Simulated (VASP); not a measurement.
Input of a VASP 6.6.1 run:

The input POSCAR:

```
ZnO
1.0
    3.2352635141      0.0000000000      0.0000000000
   -1.6176317571      2.8018203912      0.0000000000
    0.0000000000      0.0000000000      5.2113138462
Zn O
2 2
Direct
    0.3333333333      0.6666666667     -0.0439578966
    0.6666666667      0.3333333333      0.4560421034
    0.3333333333      0.6666666667      0.4259578966
    0.6666666667      0.3333333333      0.9259578966
```

Contents of INCAR.step1:

```
SYSTEM = ZnO
PREC = Accurate ; ENCUT = 520
ISMEAR = 0 ; SIGMA = 0.01
LREAL = .False. ; LASPH = .True.
NELM = 80 ; NBANDS = 26
GGA = PE ; ALGO = Normal
EDIFF = 1E-4 ; LWAVE = .True.
LCHARG = .False.
```

File INCAR.step2:

```
SYSTEM = ZnO
PREC = Accurate ; ENCUT = 520
EDIFF = 1E-7 ; ISMEAR = 0
SIGMA = 0.01 ; LREAL = .False.
LASPH = .True. ; NELM = 80
ALGO = Normal ; ISIF = 2
LWAVE = .False. ; LCHARG = .False.
METAGGA = R2SCAN ; LMIXTAU = .True.
NBANDS = 26 ; ISTART = 1
```

File KPOINTS:

```
regular mesh
0
Gamma
  9 9 6
  0 0 0
```

Potentials or basis: VASP PAW PBE potentials, release 64 (Zn, O).

Launch:

```bash
$ cat potpaw_PBE.64/Zn/POTCAR potpaw_PBE.64/O/POTCAR > POTCAR
$ cp INCAR.step1 INCAR
$ mpirun -np 1 vasp_std > vasp.out
$ cp INCAR.step2 INCAR
$ mpirun -np 1 vasp_std > vasp.out
```

**Question.** Estimate the largest force.

**Answer.** 0.394 eV/Å.

**Question.** Estimate the pressure.

**Answer.** 7.9 GPa.

**Question.** What does it give for the band gap on the k mesh?

**Answer.** 1.31 eV.

Forces in eV/Å, atoms in the order of the input:
```
Zn   0.000  0.000  0.394
Zn   0.000  0.000  0.394
O    0.000  0.000 -0.394
O    0.000  0.000 -0.394
```

Caveat: the cell differs from its parent crystal (atoms moved along the polar distortion); the stress differs along the axes, from -5 to 14 GPa; the PAW data sets were made with another functional, which shifts forces and pressure a little. A k mesh can miss the band edges.
